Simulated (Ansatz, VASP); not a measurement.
## Two plane-wave programs on BaS

The input POSCAR:

```
BaS
1.0
    4.2886527483      0.0226431525      0.0328444751
   -2.1247168288      3.7654046744     -0.0233328709
    0.0299422649     -0.0072746072      3.9597162118
Ba S
1 1
Direct
   -0.0140606595      0.0155759645     -0.0159989729
    0.6807273262      0.3177573688      0.5159989729
```

INCAR.step1

```
ALGO = Normal ; EDIFF = 1E-4
ENCUT = 520 ; GGA = PE
ISMEAR = 0 ; LASPH = True
LCHARG = False ; LREAL = False
LWAVE = True ; NBANDS = 15
NELM = 100 ; PREC = Accurate
SIGMA = 0.05
```

File INCAR.step2:

```
ALGO = Normal ; EDIFF = 1E-7
ENCUT = 520 ; ISIF = 2
ISMEAR = 0 ; ISTART = 1
LASPH = True ; LCHARG = True
LELF = True ; LMIXTAU = True
LREAL = False ; LVHAR = True
LWAVE = False ; METAGGA = R2SCAN
NBANDS = 15 ; NELM = 100
PREC = Accurate ; SIGMA = 0.05
```

The input KPOINTS:

```
k-points
0
Gamma
  6 6 6
```

Input for Ansatz:

```yaml
crystal:
  lattice:
    - [4.2886527483, 0.0226431525, 0.0328444751]
    - [-2.1247168288, 3.7654046744, -0.0233328709]
    - [0.0299422649, -0.0072746072, 3.9597162118]
  atoms:
    - { symbol: Ba, position: [-0.0140606595, 0.0155759645, -0.0159989729] }
    - { symbol: S, position: [0.6807273262, 0.3177573688, 0.5159989729] }
basis:
  ecutwfc: 500
  ecutrho_ratio: 4
kpoints:
  mp_grid: { grid: [6, 6, 6] }
hamiltonian:
  xc: r2scan
scf:
  occupations: { method: gaussian, width: 0.05 }
output:
  forces: true
  stress: true
  eigenvalues: true
```

Change from the starting cell: all atoms moved at random (sigma 0.06 Å), cell strained at random (1 %).

Alike in both runs: task single point; functional r2SCAN; k mesh 6 × 6 × 6; occupations gaussian, width 0.05 eV; no spin polarisation.

```csv
,VASP,Ansatz
version,VASP 6.6.1,Ansatz 0.2.0
potentials or method,"VASP PAW PBE potentials, release 64 (Ba_sv, S), cutoff 520 eV","scalar-relativistic, plane waves, PAW"
valence electrons in the cell,16,16
```

VASP gave:

| Quantity | Value |
| --- | --- |
| gap on the k mesh at the Fermi level (eV) | 2.53 |
| least direct gap on the mesh (eV) | 2.53 |
| pressure (GPa) | 2.6 |
| traceless stress, the component that is largest in VASP (GPa) | -1.57 |
| rms of the force components (eV/Å) | 0.514 |

Task: Which values does Ansatz return?

Result: gap on the k mesh at the Fermi level (eV): 2.59; least direct gap on the mesh (eV): 2.59; pressure (GPa): 1.9; traceless stress, the component that is largest in VASP (GPa): -1.40; rms of the force components (eV/Å): 0.469.

VASP's potentials were made for PBE, not for r2SCAN. Atom by atom the forces differ by 0.045 eV/Å (rms over components).

Spin-orbit coupling is off throughout.
